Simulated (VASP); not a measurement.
# GaF (F-43m) in VASP: further runs

Aim: see how the results for GaF move with the level of theory and the settings. Levels: B3LYP, HSE06. Tasks: relaxation of cell and atoms.

Program: VASP 6.6.1. These are calculated values, not measurements. Logs are shortened: lines on timing, memory, paths and dates and some standing lists are left out, and cuts for length are marked.

## Step 1: The cell of the first run

Symmetry: F-43m, No. 216, cubic system. The conventional cell has a = 5.692 Å, b = 5.692 Å, c = 5.692 Å, α = 90.00°, β = 90.00°, γ = 90.00°. Within 3.3 Å of Ga (site symmetry -43m) lie 4 F at 2.46 Å. F (site symmetry -43m) has 4 Ga at 2.46 Å within 3.3 Å.

## Step 2: Relaxation of cell and atoms, B3LYP

Input file POSCAR:

```
GaF
1.0
    0.0000000000      2.8462400000      2.8462400000
    2.8462400000      0.0000000000      2.8462400000
    2.8462400000      2.8462400000      0.0000000000
Ga F
1 1
Direct
    0.2500000000      0.2500000000      0.2500000000
    0.0000000000      0.0000000000      0.0000000000
```

Input file INCAR.step1:

```
PREC     = Accurate       # precision mode
ENCUT    = 600            # plane-wave cutoff, eV
EDIFF    = 1E-5           # SCF threshold, eV
ISMEAR   = -1             # smearing method
SIGMA    = 0.05           # smearing width, eV
LREAL    = F              # projectors in reciprocal space
LASPH    = T              # aspherical terms in the spheres
NELM     = 80             # most SCF steps
ALGO     = Normal         # electronic algorithm
LWAVE    = T              # write WAVECAR
LCHARG   = F              # write CHGCAR
GGA      = PE             # functional
NBANDS   = 17             # bands
```

Input file INCAR.step2:

```
PREC     = Accurate       # precision mode
ENCUT    = 600            # plane-wave cutoff, eV
EDIFF    = 1E-6           # SCF threshold, eV
ISMEAR   = -1             # smearing method
SIGMA    = 0.05           # smearing width, eV
LREAL    = F              # projectors in reciprocal space
LASPH    = T              # aspherical terms in the spheres
NELM     = 80             # most SCF steps
ALGO     = Normal         # electronic algorithm
ISIF     = 3              # what is computed and relaxed
LWAVE    = F              # write WAVECAR
LCHARG   = F              # write CHGCAR
GGA      = B3             # functional
LHFCALC  = T              # exact exchange
AEXX     = 0.2            # exact-exchange fraction
AGGAX    = 0.72         
AGGAC    = 0.81         
ALDAC    = 0.19         
PRECFOCK = Normal       
IBRION   = 2              # ionic algorithm
NSW      = 60             # ionic steps
EDIFFG   = -0.01          # ionic threshold
ISTART   = 1
```

Input file KPOINTS:

```
Automatic mesh
0
Gamma
  4 4 4
```

Potentials or basis: VASP PAW PBE potentials, release 64 (Ga_d, F).

Started as:

```sh
cat potpaw_PBE.64/Ga_d/POTCAR potpaw_PBE.64/F/POTCAR > POTCAR
cp INCAR.step1 INCAR
mpirun -np 1 vasp_std > vasp.out
cp INCAR.step2 INCAR
mpirun -np 1 vasp_std > vasp.out
```

OUTCAR:

```text
PREC = Accurate
   ENCUT = 600
   EDIFF = 1E-6
   ISMEAR = -1
   LREAL = F
   LASPH = T
   NELM = 80
   ISIF = 3
   GGA = B3
   LHFCALC = T
   AEXX = 0.2
   PRECFOCK = Normal
   IBRION = 2
   NSW = 60
   EDIFFG = -0.01
   ISTART = 1

 ion  position               nearest neighbor table
   1  0.250  0.250  0.250-
   2  0.000  0.000  0.000-

  LATTYP: Found a face centered cubic cell.
 ALAT       =     5.6924800000

  Lattice vectors:

 A1 = (   0.0000000000,   2.8462400000,   2.8462400000)
 A2 = (   2.8462400000,   0.0000000000,   2.8462400000)
 A3 = (   2.8462400000,   2.8462400000,   0.0000000000)

Analysis of symmetry for initial positions (statically):
=====================================================================
 Subroutine PRICEL returns:
 Original cell was already a primitive cell.

 Routine SETGRP: Setting up the symmetry group for a
 face centered cubic supercell.

 Subroutine GETGRP returns: Found 24 space group operations
 (whereof 24 operations were pure point group operations)
 out of a pool of 48 trial point group operations.

The static configuration has the point symmetry T_d .

Analysis of symmetry for dynamics (positions and initial velocities):
=====================================================================
 Subroutine PRICEL returns:
 Original cell was already a primitive cell.

 Routine SETGRP: Setting up the symmetry group for a
 face centered cubic supercell.

 Subroutine GETGRP returns: Found 24 space group operations
 (whereof 24 operations were pure point group operations)
 out of a pool of 48 trial point group operations.

The dynamic configuration has the point symmetry T_d .

 Subroutine INISYM returns: Found 24 space group operations
 (whereof 24 operations are pure point group operations),
 and found     1 'primitive' translations

----------------------------------------------------------------------------------------

                                     Primitive cell

  volume of cell :      46.1152

  direct lattice vectors                    reciprocal lattice vectors
     0.000000000  2.846240000  2.846240000    -0.175670358  0.175670358  0.175670358
     2.846240000  0.000000000  2.846240000     0.175670358 -0.175670358  0.175670358
     2.846240000  2.846240000  0.000000000     0.175670358  0.175670358 -0.175670358

  length of vectors
     4.025191210  4.025191210  4.025191210     0.304269986  0.304269986  0.304269986

  position of ions in fractional coordinates (direct lattice)
     0.250000000  0.250000000  0.250000000
     0.000000000  0.000000000  0.000000000

  ion indices of the primitive-cell ions
   primitive index   ion index
                 1           1
                 2           2

----------------------------------------------------------------------------------------

 KPOINTS: Automatic mesh

Automatic generation of k-mesh.
 Grid dimensions read from file:
 generate k-points for:    4    4    4

 Generating k-lattice:

  Cartesian coordinates                     Fractional coordinates (reciprocal lattice)
    -0.043917590  0.043917590  0.043917590     0.250000000  0.000000000  0.000000000
     0.043917590 -0.043917590  0.043917590     0.000000000  0.250000000  0.000000000
     0.043917590  0.043917590 -0.043917590     0.000000000  0.000000000  0.250000000

  Length of vectors
     0.076067496  0.076067496  0.076067496

  Shift w.r.t. Gamma in fractional coordinates (k-lattice)
     0.000000000  0.000000000  0.000000000

 Subroutine IBZKPT returns following result:
 ===========================================

 Found      8 irreducible k-points:

 Following reciprocal coordinates:
            Coordinates               Weight
  0.000000  0.000000  0.000000      1.000000
  0.250000  0.000000  0.000000      8.000000
  0.500000  0.000000  0.000000      4.000000
  0.250000  0.250000  0.000000      6.000000
  0.500000  0.250000  0.000000     24.000000
 -0.250000  0.250000  0.000000     12.000000
  0.500000  0.500000  0.000000      3.000000
 -0.250000  0.500000  0.250000      6.000000
   k-points           NKPTS =      8   k-points in BZ     NKDIM =     64   number of bands    NBANDS=     14
   number of dos      NEDOS =    301   number of ions     NIONS =      2
   total plane-waves  NPLWV =  32768
   dimension x,y,z NGX =    32 NGY =   32 NGZ =   32
   dimension x,y,z NGXF=    64 NGYF=   64 NGZF=   64
   ions per type =               1   1
   NGX,Y,Z   is equivalent  to a cutoff of  13.22, 13.22, 13.22 a.u.
   NGXF,Y,Z  is equivalent  to a cutoff of  26.43, 26.43, 26.43 a.u.
 SYSTEM =  unknown system
   PREC   = accura    normal or accurate (medium, high low for compatibility)
   ISTART =      1    job   : 0-new  1-cont  2-samecut
   ICHARG =      0    charge: 1-file 2-atom 10-const
   ISPIN  =      1    spin polarized calculation?
   LNONCOLLINEAR =      F non collinear calculations
   LSORBIT =      F    spin-orbit coupling
   LASPH  =      T    aspherical Exc in radial PAW
   ENCUT  =  600.0 eV  44.10 Ry    6.64 a.u.   8.04  8.04  8.04*2*pi/ulx,y,z
   NELM   =     80;   NELMIN=  2; NELMDL=  0     # of ELM steps
   EDIFF  = 0.1E-05   stopping-criterion for ELM
   LREAL  =      F    real-space projection
   EDIFFG = -.1E-01   stopping-criterion for IOM
   NSW    =     60    number of steps for IOM
   IBRION =      2    ionic relax: 0-MD 1-quasi-New 2-CG
   NFREE  =      1    steps in history (QN), initial steepest desc. (CG)
   ISIF   =      3    stress and relaxation
   ISYM   =      3    0-nonsym 1-usesym 2-fastsym
   POTIM  = 0.5000    time-step for ionic-motion
   TEBEG  =    0.0;   TEEND  =   0.0 temperature during run
   PSTRESS=    0.0 pullay stress
   NELECT =      20.0000    total number of electrons
   NUPDOWN=      -1.0000    fix difference up-down
   EMIN   =  10.00;   EMAX   =-10.00  energy-range for DOS
   EFERMI =   0.00;   METHOD = LEGACY
   ISMEAR =    -1;   SIGMA  =   0.05  broadening in eV -4-tet -1-fermi 0-gaus
   EFERMI_NEDOS =   21; number of points for ismear=-14 and -15
   IALGO  =     38    algorithm
   IMIX   =      1    mixing-type and parameters
     AMIX     =   0.40;   BMIX     =  1.00
     AMIX_MAG =   1.60;   BMIX_MAG =  1.00
  volume/ion in A,a.u.               =      23.06       155.60
  Fermi-wavevector in a.u.,A,eV,Ry     =   1.239186  2.341723 20.892875  1.535583
  Thomas-Fermi vector in A             =   2.373680
   LORBIT       =      0    0 simple, 1 ext, 2 COOP (PROOUT), +10 PAW based schemes
   GGA     = B3    functional components
   LHFCALC =     T    Hartree Fock is set to
   PRECFOCK=normal    Normal, Fast or Accurate (Low or Medium for compatibility)
   ENCUT4O =  -1.0   cutoff for four orbital integrals eV
   NKREDX  =     1    reduce k-point grid by
   NKREDY  =     1    reduce k-point grid by
   NKREDZ  =     1    reduce k-point grid by
   AEXX    =    0.2000 exact exchange contribution
   HFSCREEN=    0.0000 screening length (either q_TF or 0.3 A-1)
   HFSCREENC=   0.0000 screening length for correlation (either q_TF or 0.3 A-1)
   ENCUTFOCK=  -1.0 apply spherical cutoff to Coloumb kernel
   IVDW    =     0    specifies the selected vdW correction
   LEPSILON=     F    determine dielectric tensor
   LRPA    =     F    only Hartree local field effects (RPA)
 conjugate gradient relaxation of ions
 non-spin polarized calculation
  energy-cutoff  :      600.00
  volume of cell :       46.12
 maximum number of plane-waves:      1572
  NGX = 28; NGY = 28; NGZ = 28

--------------------------------------- Ionic step        1  -------------------------------------------

 number of electron      20.0000005 magnetization

 Free energy of the ion-electron system (eV)
  ---------------------------------------------------
  ext. energy  EPLUGINS =         0.00000000
  ---------------------------------------------------
  free energy    TOTEN  =        -9.26327900 eV

  energy without entropy =       -9.26327900  energy(sigma->0) =       -9.26327900

------------------------ aborting loop because EDIFF is reached ----------------------------------------

  FORCE on cell =-STRESS in cart. coord.  units (eV):
  Direction    XX          YY          ZZ          XY          YZ          ZX
  --------------------------------------------------------------------------------------
  -------------------------------------------------------------------------------------
  Total        0.1883825      0.1883825      0.1883825      0.0000000      0.0000000      0.0000000
  in kB        6.5449551      6.5449551      6.5449551      0.0000000      0.0000000      0.0000000
  external PRESSURE =       6.5449551 kB  Pullay stress =       0.0000000 kB
[... 129 lines left out ...]
  energy  without entropy=       -9.2657791899  energy(sigma->0) =       -9.26577919

--------------------------------------- Ionic step        5  -------------------------------------------

 number of electron      19.9999990 magnetization

 E-fermi :   0.0049     XC(G=0):  -6.4147

 val. band max:       -1.0877817062   @ k =  -0.2500   0.5000   0.2500
 cond. band min:       2.7180432165   @ k =   0.5000   0.5000   0.0000
 fundamental gap:      3.8058249227
 Fermi energy:         0.0048565608

 k-point     1 :       0.0000    0.0000    0.0000
  band No.  band energies     occupation
      1     -24.4571      2.00000
      2     -16.3166      2.00000
      3     -16.3166      2.00000
      4     -16.3166      2.00000
      5     -16.2932      2.00000
      6     -16.2932      2.00000
      7      -5.0218      2.00000
      8      -4.8117      2.00000
      9      -4.8117      2.00000
     10      -4.8117      2.00000
     11       7.0819      0.00000
     12       7.0819      0.00000
     13       7.0819      0.00000
     14      10.4288      0.00000
[... 186 lines left out ...]
  energy  without entropy=       -9.2658038363  energy(sigma->0) =       -9.26580384

--------------------------------------- Ionic step        7  -------------------------------------------

 number of electron      19.9999989 magnetization

 Free energy of the ion-electron system (eV)
  ---------------------------------------------------
  ext. energy  EPLUGINS =         0.00000000
  ---------------------------------------------------
  free energy    TOTEN  =        -9.26579938 eV

  energy without entropy =       -9.26579938  energy(sigma->0) =       -9.26579938

 E-fermi :  -0.0055     XC(G=0):  -6.4105

 val. band max:       -1.0993546611   @ k =  -0.2500   0.5000   0.2500
 cond. band min:       2.7116677650   @ k =   0.5000   0.5000   0.0000
 fundamental gap:      3.8110224261
 Fermi energy:        -0.0055451259

 k-point     1 :       0.0000    0.0000    0.0000
  band No.  band energies     occupation
      1     -24.4588      2.00000
      2     -16.3250      2.00000
      3     -16.3250      2.00000
      4     -16.3250      2.00000
      5     -16.3017      2.00000
      6     -16.3017      2.00000
      7      -5.0279      2.00000
      8      -4.8143      2.00000
      9      -4.8143      2.00000
     10      -4.8143      2.00000
     11       7.0695      0.00000
     12       7.0695      0.00000
     13       7.0695      0.00000
     14      10.4119      0.00000
[... 146 lines left out ...]
  FREE ENERGIE OF THE ION-ELECTRON SYSTEM (eV)
  ---------------------------------------------------
  free  energy   TOTEN  =        -9.2657993794 eV

  energy  without entropy=       -9.2657993793  energy(sigma->0) =       -9.26579938

 reached required accuracy - stopping structural energy minimisation
```

It took 35 min on 1 thread of Intel Xeon 6975P-C (Granite Rapids), shared host; peak memory 0.2 GiB.

What came out:

* Free energy: -9.2658 eV
* Relaxed volume: 23.63 Å³/atom
* Relaxed cell: a = 4.058 Å, b = 4.058 Å, c = 4.058 Å, α = 60.00°, β = 60.00°, γ = 60.00°
* Space group after relaxing (to 0.1 Å): F-43m (No. 216)
* Energy gained by relaxing: 1.3 meV/atom
* Ionic steps: 7
* Pressure after relaxing: 0.1 GPa
* Band gap on the k mesh: 3.81 eV (least direct gap 3.82 eV)

The path:
```tsv
step	energy change (eV)	largest force (eV/Å)	pressure (GPa)	volume (Å³)
1	0.0000	0.0000	0.65	46.12
2	-0.0020	0.0000	0.26	46.75
3	-0.0023	0.0000	0.13	46.98
4	-0.0025	0.0000	-0.13	47.44
5	-0.0025	0.0000	0.08	47.21
6	-0.0025	0.0000	-0.08	47.33
7	-0.0025	0.0000	0.06	47.27
```

Final structure:
```yaml
crystal:
  lattice:
    - [0.00000, 2.86977, 2.86977]
    - [2.86977, 0.00000, 2.86977]
    - [2.86977, 2.86977, 0.00000]
  atoms:
    - { symbol: Ga, position: [0.25000, 0.25000, 0.25000] }
    - { symbol: F, position: [0.00000, 0.00000, 0.00000] }
```

Caveat: the k points lie up to 0.47 Å⁻¹ apart in the final cell; the PAW data sets were made with another functional, which shifts forces and pressure a little.

## Step 3: Relaxation of cell and atoms, HSE06

POSCAR is that of step 2.

Input file INCAR.step1:

```
SYSTEM = GaF
ALGO = Normal
EDIFF = 1E-5
ENCUT = 600
GGA = PE
ISMEAR = -1
LASPH = .TRUE.
LCHARG = .FALSE.
LREAL = .FALSE.
LWAVE = .TRUE.
NBANDS = 17
NELM = 100
PREC = Accurate
SIGMA = 0.05
```

Input file INCAR.step2:

```
SYSTEM = GaF
ALGO = Normal
EDIFF = 1E-6
EDIFFG = -0.01
ENCUT = 600
GGA = PE
HFSCREEN = 0.2079
IBRION = 2
ISIF = 3
ISMEAR = -1
ISTART = 1
LASPH = .TRUE.
LCHARG = .FALSE.
LHFCALC = .TRUE.
LREAL = .FALSE.
LWAVE = .FALSE.
NELM = 100
NSW = 60
PREC = Accurate
PRECFOCK = Normal
SIGMA = 0.05
```

Input file KPOINTS:

```
k-points
0
G
  4 4 4
  0 0 0
```

Potentials or basis: VASP PAW PBE potentials, release 64 (Ga_d, F).

Started as:

```sh
cat potpaw_PBE.64/Ga_d/POTCAR potpaw_PBE.64/F/POTCAR > POTCAR
cp INCAR.step1 INCAR
mpirun -np 1 vasp_std > vasp.out
cp INCAR.step2 INCAR
mpirun -np 1 vasp_std > vasp.out
```

Run time: 33 min. Hardware: 1 thread of Oxide Virtual Turin-like, shared host; peak memory 0.28 GiB.

It converged, with:

```yaml
Free_energy: -9.2718 eV
Relaxed_volume: 22.90 Å³/atom
Relaxed_cell: a = 4.016 Å, b = 4.016 Å, c = 4.016 Å, α = 60.00°, β = 60.00°, γ = 60.00°
Space_group_after_relaxing_to_0.1_Å: F-43m (No. 216)
Energy_gained_by_relaxing: 0.2 meV/atom
Ionic_steps: 3
Pressure_after_relaxing: -0.1 GPa
Band_gap_on_the_k_mesh: 3.05 eV
```

Step by step:
```csv
step,energy change (eV),largest force (eV/Å),pressure (GPa),volume (Å³)
1,0.0000,0.0000,-0.28,46.12
2,-0.0004,0.0000,-0.10,45.85
3,-0.0004,0.0000,-0.07,45.79
```

Final structure:
```xyz
2
Lattice="0.0000 2.8395 2.8395 2.8395 0.0000 2.8395 2.8395 2.8395 0.0000" Properties=species:S:1:pos:R:3 pbc="T T T"
Ga    1.4198    1.4198    1.4198
F     0.0000    0.0000    0.0000
```

Levels at points of the mesh, in eV from the valence-band top:
```tsv
k point	band 8	band 9	band 10	band 11	band 12	band 13
(0.00, 0.00, 0.00)	-4.19	-4.19	-4.15	7.76	7.76	7.76
(0.50, 0.00, 0.00)	-4.34	-4.34	-1.09	3.53	7.65	7.65
(0.50, 0.50, 0.00)	-4.59	-4.59	0.00	3.05	7.26	7.26
```

Caveat: the k points lie up to 0.48 Å⁻¹ apart in the final cell; the PAW data sets were made with another functional, which shifts forces and pressure a little.
